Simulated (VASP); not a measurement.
A run of VASP 6.6.1 is set up as follows.

The input INCAR:

```
SYSTEM = CuO
PREC = Accurate
ENCUT = 520
EDIFF = 1E-6
ISMEAR = -1
SIGMA = 0.05
LREAL = .False.
LASPH = .True.
NELM = 60
ALGO = Normal
ISIF = 2
LWAVE = .False.
LCHARG = .False.
GGA = PE
NBANDS = 25
```

KPOINTS

```
Automatic mesh
0
Gamma
  5 5 3
  0 0 0
```

POSCAR

```
CuO
1.0
    1.9909680000     -2.1535500000      0.0000000000
    1.9909680000      2.1535500000      0.0000000000
    0.0000000000      0.0000000000      5.1559280000
Cu O
2 2
Direct
    0.5000000000      0.0000000000      0.0000000000
    0.0000000000      0.5000000000      0.5000000000
    0.5000000000      0.5000000000      0.2500000000
    0.5000000000      0.5000000000      0.7500000000
```

Potentials or basis: VASP PAW PBE potentials, release 64 (Cu, O).

Command:

```console
$ cat potpaw_PBE.64/Cu/POTCAR potpaw_PBE.64/O/POTCAR > POTCAR
$ mpirun -np 1 vasp_std > vasp.out
```

**Question.** Predict the band gap on the k mesh.

**Answer.** Zero (bands 17 and 18 overlap by 0.71 eV).

**Question.** What does it give for the pressure?

**Answer.** 1.9 GPa.

Stress tensor (GPa, compression positive):
```
2.19 0.00 0.00
0.00 1.07 0.00
0.00 0.00 2.35
```

Caveat: the k points lie up to 0.43 Å⁻¹ apart, too coarse for converged energies and pressures of a metal; semilocal functionals often make such compounds metallic where correlation or magnetic order opens a gap, which also shifts bond lengths. With open d or f shells a metallic result of PBE can be an artefact of self-interaction; +U or a hybrid may open a gap.
